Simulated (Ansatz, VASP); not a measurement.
Two plane-wave programs on SrHfNbO6

```
Sr Hf Nb O
1.0
     0.00000    4.04284    4.04284
     4.04284    0.00000    4.04284
     4.04284    4.04284    0.00000
Sr Hf Nb O
1 1 1 6
Direct
  0.25000 0.25000 0.25000
  0.00000 0.00000 0.00000
  0.50000 0.50000 0.50000
  0.74448 0.25552 0.25552
  0.25552 0.74448 0.74448
  0.74448 0.74448 0.25552
  0.25552 0.25552 0.74448
  0.25552 0.74448 0.25552
  0.74448 0.25552 0.74448
```

Alike in both runs: functional PBE; dispersion D3(BJ); k mesh 6 × 6 × 6; occupations gaussian, width 0.1 eV; no spin polarisation.

Ansatz relaxed the structure, and its values are those at the end. VASP's run is a single point on that final structure, the one shown.

|  | VASP | Ansatz |
| --- | --- | --- |
| version | VASP 6.6.1 | Ansatz 0.2.0 |
| potentials or method | VASP PAW PBE potentials, release 64 (Sr_sv, Hf_pv, Nb_sv, O), cutoff 520 eV | scalar-relativistic, plane waves, PAW |
| valence electrons in the cell | 69 | 85 |

|  | VASP | Ansatz | Ansatz less VASP |
| --- | --- | --- | --- |
| gap on the k mesh at the Fermi level (eV) | none | none | - |
| pressure (GPa) | -0.9 | 0.0 | +0.91 |
| rms of the force components (eV/Å) | 0.070 | 0.008 | -0.0615 |

A gap of «none» marks a metal or a gap that the smearing closes. VASP's potentials hold 69 valence electrons a cell and Ansatz's 85, so a difference there can come from the potentials and not from the codes.

Neither program's run includes spin-orbit coupling.
